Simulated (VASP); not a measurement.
# Cd3SnS4 (R-3m) in VASP: a series of runs

Runs on Cd3SnS4. Level: PBE. Tasks: single point, relaxation of cell and atoms.

Program: VASP 6.6.1. These are calculated values, not measurements. Logs are shortened: lines on timing, memory, paths and dates and some standing lists are left out, and cuts for length are marked.

## 1. The cell of the first run

It takes space group R-3m (No. 166, trigonal). The conventional cell has a = 6.884 Å, b = 6.884 Å, c = 26.926 Å, α = 90.00°, β = 90.00°, γ = 120.00°. Within 3.3 Å of Cd (site symmetry 2/m) lie 4 S at 2.53 to 2.76 Å. Sn (site symmetry -3m) has 2 S at 2.57 Å within 3.4 Å. Within 3.5 Å of S (site symmetry 3m) lie 1 Sn at 2.57 Å and 3 Cd at 2.76 Å and 1 S at 3.47 Å. Within 3.3 Å of S (site symmetry 3m) lie 3 Cd at 2.53 Å.

The cell was built from a structure type or drawn by symmetry, and may not be a known phase.

## 2. Single point, PBE

Contents of INCAR:

```
  ALGO = Normal
  EDIFF = 1E-6
  ENCUT = 520
  GGA = PE
  ISIF = 2
  ISMEAR = 0
  LASPH = T
  LCHARG = F
  LREAL = F
  LWAVE = F
  NBANDS = 47
  NELM = 60
  PREC = Accurate
  SIGMA = 0.15
```

Contents of KPOINTS:

```
k-points
0
Gamma
  3 3 3
```

Contents of POSCAR:

```
Cd3SnS4
1.0
    3.4420210931      1.9872518047      8.9754995972
   -3.4420210931      1.9872518047      8.9754995972
    0.0000000000     -3.9745036094      8.9754995972
Cd Sn S
3 1 4
Direct
    0.5000000000      0.5000000000      0.0000000000
    0.0000000000      0.5000000000      0.5000000000
    0.5000000000      0.0000000000      0.5000000000
    0.5000000000      0.5000000000      0.5000000000
    0.4043714165      0.4043714165      0.4043714165
    0.5956285835      0.5956285835      0.5956285835
    0.2753283817      0.2753283817      0.2753283817
    0.7246716183      0.7246716183      0.7246716183
```

Potentials or basis: VASP PAW PBE potentials, release 64 (Cd, Sn_d, S).

The run is started by

```
> cat potpaw_PBE.64/Cd/POTCAR potpaw_PBE.64/Sn_d/POTCAR potpaw_PBE.64/S/POTCAR > POTCAR
> mpirun -np 1 vasp_std > vasp.out
```

OUTCAR:

```text
EDIFF = 1E-6
   ENCUT = 520
   GGA = PE
   ISIF = 2
   ISMEAR = 0
   LASPH = T
   LREAL = F
   NELM = 60
   PREC = Accurate

 ion  position               nearest neighbor table
   1  0.500  0.500  0.000-   7 2.53   8 2.53   5 2.76   6 2.76   2 3.44   3 3.44   3 3.44   2 3.44

   2  0.000  0.500  0.500-   7 2.53   8 2.53   5 2.76   6 2.76   3 3.44   3 3.44   1 3.44   1 3.44

   3  0.500  0.000  0.500-   7 2.53   8 2.53   5 2.76   6 2.76   2 3.44   2 3.44   1 3.44   1 3.44

   4  0.500  0.500  0.500-   5 2.57   6 2.57
   5  0.404  0.404  0.404-   4 2.57   3 2.76   2 2.76   1 2.76
   6  0.596  0.596  0.596-   4 2.57   3 2.76   2 2.76   1 2.76
   7  0.275  0.275  0.275-   2 2.53   3 2.53   1 2.53
   8  0.725  0.725  0.725-   2 2.53   3 2.53   1 2.53

  LATTYP: Found a trigonal (rhomboedric) cell.
 ALAT       =     9.8161230616
 COS(alpha) =     0.7540895063

  Lattice vectors:

 A1 = (   3.4420210931,   1.9872518047,   8.9754995972)
 A2 = (  -3.4420210931,   1.9872518047,   8.9754995972)
 A3 = (   0.0000000000,  -3.9745036094,   8.9754995972)

Analysis of symmetry for initial positions (statically):
=====================================================================
 Subroutine PRICEL returns:
 Original cell was already a primitive cell.

 Routine SETGRP: Setting up the symmetry group for a
 trigonal (rhombohedral) supercell.

 Subroutine GETGRP returns: Found 12 space group operations
 (whereof 12 operations were pure point group operations)
 out of a pool of 12 trial point group operations.

The static configuration has the point symmetry D_3d.

Analysis of symmetry for dynamics (positions and initial velocities):
=====================================================================
 Subroutine PRICEL returns:
 Original cell was already a primitive cell.

 Routine SETGRP: Setting up the symmetry group for a
 trigonal (rhombohedral) supercell.

 Subroutine GETGRP returns: Found 12 space group operations
 (whereof 12 operations were pure point group operations)
 out of a pool of 12 trial point group operations.

The dynamic configuration has the point symmetry D_3d.

 Subroutine INISYM returns: Found 12 space group operations
 (whereof 12 operations are pure point group operations),
 and found     1 'primitive' translations

----------------------------------------------------------------------------------------

                                     Primitive cell

  volume of cell :     368.3633

  direct lattice vectors                    reciprocal lattice vectors
     3.442021093  1.987251805  8.975499597     0.145263491  0.083867916  0.037138137
    -3.442021093  1.987251805  8.975499597    -0.145263491  0.083867916  0.037138137
     0.000000000 -3.974503609  8.975499597     0.000000000 -0.167735831  0.037138137

  length of vectors
     9.816123062  9.816123062  9.816123062     0.171797993  0.171797993  0.171797993

  position of ions in fractional coordinates (direct lattice)
     0.500000000  0.500000000  0.000000000
     0.000000000  0.500000000  0.500000000
     0.500000000  0.000000000  0.500000000
     0.500000000  0.500000000  0.500000000
     0.404371416  0.404371416  0.404371416
     0.595628584  0.595628584  0.595628584
     0.275328382  0.275328382  0.275328382
     0.724671618  0.724671618  0.724671618

  ion indices of the primitive-cell ions
   primitive index   ion index
                 1           1
                 2           2
                 3           3
                 4           4
                 5           5
                 6           6
                 7           7
                 8           8

----------------------------------------------------------------------------------------

 KPOINTS: k-points

Automatic generation of k-mesh.
 Grid dimensions read from file:
 generate k-points for:    3    3    3

 Generating k-lattice:

  Cartesian coordinates                     Fractional coordinates (reciprocal lattice)
     0.048421164  0.027955972  0.012379379     0.333333333 -0.000000000  0.000000000
    -0.048421164  0.027955972  0.012379379    -0.000000000  0.333333333  0.000000000
     0.000000000 -0.055911944  0.012379379     0.000000000  0.000000000  0.333333333

  Length of vectors
     0.057265998  0.057265998  0.057265998

  Shift w.r.t. Gamma in fractional coordinates (k-lattice)
     0.000000000  0.000000000  0.000000000

 Subroutine IBZKPT returns following result:
 ===========================================

 Found      6 irreducible k-points:

 Following reciprocal coordinates:
            Coordinates               Weight
  0.000000  0.000000  0.000000      1.000000
  0.333333 -0.000000 -0.000000      6.000000
  0.333333  0.333333 -0.000000      6.000000
 -0.333333  0.333333  0.000000      6.000000
  0.333333  0.333333  0.333333      2.000000
 -0.333333  0.333333  0.333333      6.000000
   k-points           NKPTS =      6   k-points in BZ     NKDIM =      6   number of bands    NBANDS=     47
   number of dos      NEDOS =    301   number of ions     NIONS =      8
   total plane-waves  NPLWV = 512000
   dimension x,y,z NGX =    80 NGY =   80 NGZ =   80
   dimension x,y,z NGXF=   160 NGYF=  160 NGZF=  160
   ions per type =               3   1   4
   NGX,Y,Z   is equivalent  to a cutoff of  13.55, 13.55, 13.55 a.u.
   NGXF,Y,Z  is equivalent  to a cutoff of  27.10, 27.10, 27.10 a.u.
 SYSTEM =  unknown system
   PREC   = accura    normal or accurate (medium, high low for compatibility)
   ISTART =      0    job   : 0-new  1-cont  2-samecut
   ICHARG =      2    charge: 1-file 2-atom 10-const
   ISPIN  =      1    spin polarized calculation?
   LNONCOLLINEAR =      F non collinear calculations
   LSORBIT =      F    spin-orbit coupling
   LASPH  =      T    aspherical Exc in radial PAW
   ENCUT  =  520.0 eV  38.22 Ry    6.18 a.u.  18.25 18.25 18.25*2*pi/ulx,y,z
   NELM   =     60;   NELMIN=  2; NELMDL= -5     # of ELM steps
   EDIFF  = 0.1E-05   stopping-criterion for ELM
   LREAL  =      F    real-space projection
   EDIFFG = 0.1E-04   stopping-criterion for IOM
   NSW    =      0    number of steps for IOM
   IBRION =     -1    ionic relax: 0-MD 1-quasi-New 2-CG
   NFREE  =      0    steps in history (QN), initial steepest desc. (CG)
   ISIF   =      2    stress and relaxation
   ISYM   =      2    0-nonsym 1-usesym 2-fastsym
   POTIM  = 0.5000    time-step for ionic-motion
   TEBEG  =    0.0;   TEEND  =   0.0 temperature during run
   PSTRESS=    0.0 pullay stress
   NELECT =      74.0000    total number of electrons
   NUPDOWN=      -1.0000    fix difference up-down
   EMIN   =  10.00;   EMAX   =-10.00  energy-range for DOS
   EFERMI =   0.00;   METHOD = LEGACY
   ISMEAR =     0;   SIGMA  =   0.15  broadening in eV -4-tet -1-fermi 0-gaus
   EFERMI_NEDOS =   21; number of points for ismear=-14 and -15
   IALGO  =     38    algorithm
   IMIX   =      4    mixing-type and parameters
     AMIX     =   0.40;   BMIX     =  1.00
     AMIX_MAG =   1.60;   BMIX_MAG =  1.00
  volume/ion in A,a.u.               =      46.05       310.73
  Fermi-wavevector in a.u.,A,eV,Ry     =   0.958797  1.811863 12.507721  0.919292
  Thomas-Fermi vector in A             =   2.087936
   LORBIT       =      0    0 simple, 1 ext, 2 COOP (PROOUT), +10 PAW based schemes
   GGA     = PE    functional components
   LHFCALC =     F    Hartree Fock is set to
   AEXX    =    0.0000 exact exchange contribution
   IVDW    =     0    specifies the selected vdW correction
   LEPSILON=     F    determine dielectric tensor
   LRPA    =     F    only Hartree local field effects (RPA)
 non-spin polarized calculation
 Gauss-broadening in eV      SIGMA  =   0.15
  energy-cutoff  :      520.00
  volume of cell :      368.36
 maximum number of plane-waves:      9938
 NGX is ok and might be reduce to    80
   NGX = 37   NGY = 37   NGZ = 37

 number of electron      74.0000005 magnetization

 Free energy of the ion-electron system (eV)
  ---------------------------------------------------
  ext. energy  EPLUGINS =         0.00000000
  ---------------------------------------------------
  free energy    TOTEN  =       -23.14577560 eV

  energy without entropy =      -23.14574109  energy(sigma->0) =      -23.14575835

 E-fermi :   0.0697     XC(G=0):  -6.1849

 val. band max:       -0.2946915579   @ k =   0.0000   0.0000   0.0000
 cond. band min:       0.4752119196   @ k =   0.3333  -0.0000  -0.0000
 fundamental gap:      0.7699034775
 Fermi energy:         0.0696513623

 k-point     1 :       0.0000    0.0000    0.0000
  band No.  band energies     occupation
      1     -22.3686      2.00000
      2     -22.3686      2.00000
      3     -22.1813      2.00000
      4     -22.1813      2.00000
      5     -22.1778      2.00000
      6     -13.1709      2.00000
[... 39 lines left out ...]
     46       4.1763      0.00000
     47       4.5296      0.00000

 k-point     2 :       0.3333   -0.0000   -0.0000
  band No.  band energies     occupation
      1     -22.3686      2.00000
      2     -22.3686      2.00000
      3     -22.1813      2.00000
      4     -22.1813      2.00000
      5     -22.1778      2.00000
      6     -13.0280      2.00000
[... 39 lines left out ...]
     46       4.4081      0.00000
     47       4.9293      0.00000

 k-point     3 :       0.3333    0.3333   -0.0000
  band No.  band energies     occupation
      1     -22.3686      2.00000
      2     -22.3686      2.00000
      3     -22.1813      2.00000
      4     -22.1813      2.00000
      5     -22.1778      2.00000
      6     -13.0249      2.00000
[... 39 lines left out ...]
     46       4.4256      0.00000
     47       4.8477      0.00000

 k-point     4 :      -0.3333    0.3333    0.0000
  band No.  band energies     occupation
      1     -22.3686      2.00000
      2     -22.3686      2.00000
      3     -22.1813      2.00000
      4     -22.1813      2.00000
      5     -22.1778      2.00000
      6     -12.8191      2.00000
[... 39 lines left out ...]
     46       4.6699      0.00000
     47       4.7973      0.00000

 k-point     5 :       0.3333    0.3333    0.3333
  band No.  band energies     occupation
      1     -22.3686      2.00000
      2     -22.3686      2.00000
      3     -22.1813      2.00000
      4     -22.1813      2.00000
      5     -22.1778      2.00000
      6     -13.1654      2.00000
[... 39 lines left out ...]
     46       4.4485      0.00000
     47       4.9750      0.00000

 k-point     6 :      -0.3333    0.3333    0.3333
  band No.  band energies     occupation
      1     -22.3686      2.00000
      2     -22.3686      2.00000
      3     -22.1813      2.00000
      4     -22.1813      2.00000
      5     -22.1778      2.00000
      6     -13.0217      2.00000
[... 39 lines left out ...]
     46       4.6320      0.00000
     47       5.0080      0.00000

------------------------ aborting loop because EDIFF is reached ----------------------------------------

  FORCE on cell =-STRESS in cart. coord.  units (eV):
  Direction    XX          YY          ZZ          XY          YZ          ZX
  --------------------------------------------------------------------------------------
  -------------------------------------------------------------------------------------
  Total        0.3819501      0.3819501      1.6777154      0.0000000      0.0000000      0.0000000
  in kB        1.6612725      1.6612725      7.2971382      0.0000000      0.0000000      0.0000000
  external PRESSURE =       3.5398944 kB  Pullay stress =       0.0000000 kB

 VOLUME and BASIS-vectors are now :
 -----------------------------------------------------------------------------
  energy-cutoff  :      520.00
  volume of cell :      368.36
      direct lattice vectors                 reciprocal lattice vectors
     3.442021093  1.987251805  8.975499597     0.145263491  0.083867916  0.037138137
    -3.442021093  1.987251805  8.975499597    -0.145263491  0.083867916  0.037138137
     0.000000000 -3.974503609  8.975499597     0.000000000 -0.167735831  0.037138137

 POSITION                                       TOTAL-FORCE (eV/Angst)
 -----------------------------------------------------------------------------------
      0.00000      1.98725      8.97550         0.000000     -0.000000      0.000000
     -1.72101     -0.99363      8.97550        -0.000000     -0.000000      0.000000
      1.72101     -0.99363      8.97550         0.000000     -0.000000      0.000000
      0.00000      0.00000     13.46325        -0.000000     -0.000000      0.000000
      0.00000      0.00000     10.88831        -0.000000     -0.000000      0.006584
      0.00000      0.00000     16.03819        -0.000000     -0.000000     -0.006584
      0.00000      0.00000      7.41363        -0.000000      0.000000     -0.071659
      0.00000      0.00000     19.51287        -0.000000     -0.000000      0.071659
 -----------------------------------------------------------------------------------
    total drift:                                0.000000      0.000000     -0.000000

  FREE ENERGIE OF THE ION-ELECTRON SYSTEM (eV)
  ---------------------------------------------------
  free  energy   TOTEN  =       -23.1457756028 eV

  energy  without entropy=      -23.1457410874  energy(sigma->0) =      -23.14575835
```

Wall time 3.2 min (1 thread of Intel Xeon Platinum 8488C (Sapphire Rapids), shared host); peak memory 1 GiB.

What came out:

- Free energy: -23.1458 eV
- Pressure: 0.4 GPa
- Largest force: 0.072 eV/Å
- Band gap on the k mesh: 0.77 eV (least direct gap 0.82 eV)

Forces in eV/Å, atoms in the order of the input:
```
Cd   0.000  0.000  0.000
Cd   0.000  0.000  0.000
Cd   0.000  0.000  0.000
Sn   0.000  0.000  0.000
S    0.000  0.000  0.007
S    0.000  0.000 -0.007
S    0.000  0.000 -0.072
S    0.000  0.000  0.072
```

Caveat: spin-orbit coupling is left out, which moves the levels of the heavy elements; an odd mesh through Γ misses points on the zone boundary, where band edges can lie.

## 3. Relaxation of cell and atoms, PBE

This run uses another cell than the first one, of 23.44 Å³/atom.

Contents of INCAR:

```
PREC = Accurate
ENCUT = 600
EDIFF = 1E-6
ISMEAR = 0
SIGMA = 0.15
LREAL = False
LASPH = True
NELM = 100
ALGO = Normal
ISIF = 3
LWAVE = False
LCHARG = False
GGA = PE
IBRION = 2
NSW = 36
EDIFFG = -0.08
```

Contents of KPOINTS:

```
regular mesh
0
Gamma
  3 3 3
```

Contents of POSCAR:

```
Cd3SnS4
1.0
    2.9843551000      1.7230182200      6.0790420500
   -2.9843551000      1.7230182200      6.0790420500
    0.0000000000     -3.4460364400      6.0790420500
Cd Sn S
3 1 4
Direct
    0.5000000000      0.5000000000      0.0000000000
    0.0000000000      0.5000000000      0.5000000000
    0.5000000000      0.0000000000      0.5000000000
    0.5000000000      0.5000000000      0.5000000000
    0.3906891500      0.3906891500      0.3906891500
    0.6093108500      0.6093108500      0.6093108500
    0.2903520800      0.2903520800      0.2903520800
    0.7096479200      0.7096479200      0.7096479200
```

Potentials or basis: VASP PAW PBE potentials, release 64 (Cd, Sn_d, S).

The run is started by

```
> cat potpaw_PBE.64/Cd/POTCAR potpaw_PBE.64/Sn_d/POTCAR potpaw_PBE.64/S/POTCAR > POTCAR
> mpirun -np 1 vasp_std > vasp.out
```

It took 21 min on 1 thread of Intel Xeon Platinum 8488C (Sapphire Rapids), shared host; peak memory 0.49 GiB.

It converged, with:

```
Free energy                           : -23.0216 eV
Relaxed volume                        : 46.60 Å³/atom
Relaxed cell                          : a = 9.896 Å, b = 9.896 Å, c = 9.896 Å, α = 40.76°, β = 40.76°, γ = 40.76°
Space group after relaxing (to 0.1 Å) : R-3m (No. 166)
Energy gained by relaxing             : 6416.2 meV/atom
Ionic steps                           : 25
Pressure after relaxing               : -0.1 GPa
Largest force after relaxing          : 0.025 eV/Å
Band gap on the k mesh                : 0.78 eV (least direct gap 0.84 eV)
```

Forces in eV/Å, atoms in the order of the input:
```
Cd   0.000  0.000  0.000
Cd   0.000  0.000  0.000
Cd   0.000  0.000  0.000
Sn   0.000  0.000  0.000
S    0.000  0.000  0.001
S    0.000  0.000 -0.001
S    0.000  0.000 -0.025
S    0.000  0.000  0.025
```

The path:
| step | energy change (eV) | largest force (eV/Å) | pressure (GPa) | volume (Å³) |
| --- | --- | --- | --- | --- |
| 1 | 0.0000 | 30.9672 | 119.20 | 187.55 |
| 2 | -13.8915 | 2.8012 | -17.93 | 1168.20 |
| 3 | -43.0590 | 2.6227 | -0.94 | 521.87 |
| 4 | -43.2789 | 2.9798 | -0.85 | 507.19 |
| 5 | -45.0318 | 10.4300 | 5.83 | 321.43 |
| 6 | -44.5799 | 6.8466 | 0.96 | 401.48 |
| 7 | -44.9120 | 8.1833 | 2.17 | 370.70 |
| 8 | -44.9946 | 8.7441 | 2.83 | 358.71 |
| 9 | -47.6563 | 2.4690 | -4.08 | 413.39 |
| 10 | -47.9225 | 2.6019 | -2.99 | 395.52 |
| 11 | -49.3493 | 2.2528 | -1.66 | 359.95 |
| 12 | -49.9134 | 1.1304 | 1.98 | 322.44 |
| 13 | -49.9338 | 1.4069 | 1.09 | 328.92 |
| 14 | -49.9348 | 1.3455 | 1.29 | 327.41 |
| 15 | -50.2418 | 1.1271 | 0.90 | 333.12 |
| 16 | -50.4173 | 1.8134 | 0.72 | 341.27 |
| 17 | -50.7715 | 1.3310 | -0.10 | 354.23 |
| 18 | -51.1490 | 0.6269 | -1.05 | 380.27 |
| 19 | -51.2011 | 0.4708 | -1.29 | 392.69 |
| 20 | -51.2180 | 0.7816 | 1.08 | 371.31 |
| 21 | -51.2934 | 0.1808 | -0.12 | 381.07 |
| 22 | -51.3226 | 0.1152 | -0.05 | 375.97 |
| 23 | -51.3284 | 0.1003 | 0.01 | 372.66 |
| 24 | -51.3284 | 0.0996 | 0.02 | 372.44 |
| 25 | -51.3298 | 0.0253 | -0.06 | 372.80 |

Final structure:
```xyz
8
Lattice="3.4463 1.9897 9.0611 -3.4463 1.9897 9.0611 0.0000 -3.9794 9.0611" Properties=species:S:1:pos:R:3 pbc="T T T"
Cd    0.0000    1.9897    9.0611
Cd   -1.7231   -0.9949    9.0611
Cd    1.7231   -0.9949    9.0611
Sn    0.0000    0.0000   13.5916
S     0.0000    0.0000   11.0032
S     0.0000    0.0000   16.1800
S     0.0000    0.0000    7.5044
S     0.0000    0.0000   19.6788
```

Levels at points of the mesh, in eV from the valence-band top:
| k point | band 34 | band 35 | band 36 | band 37 | band 38 | band 39 | band 40 | band 41 |
| --- | --- | --- | --- | --- | --- | --- | --- | --- |
| (0.00, 0.00, 0.00) | -2.14 | -0.83 | -0.83 | 0.00 | 0.90 | 0.90 | 1.75 | 2.85 |

Caveat: the k points lie up to 0.36 Å⁻¹ apart in the final cell; the volume moved by over 15 % at a fixed basis, so the end points are rough; spin-orbit coupling is left out, which moves the levels of the heavy elements; an odd mesh through Γ misses points on the zone boundary, where band edges can lie.
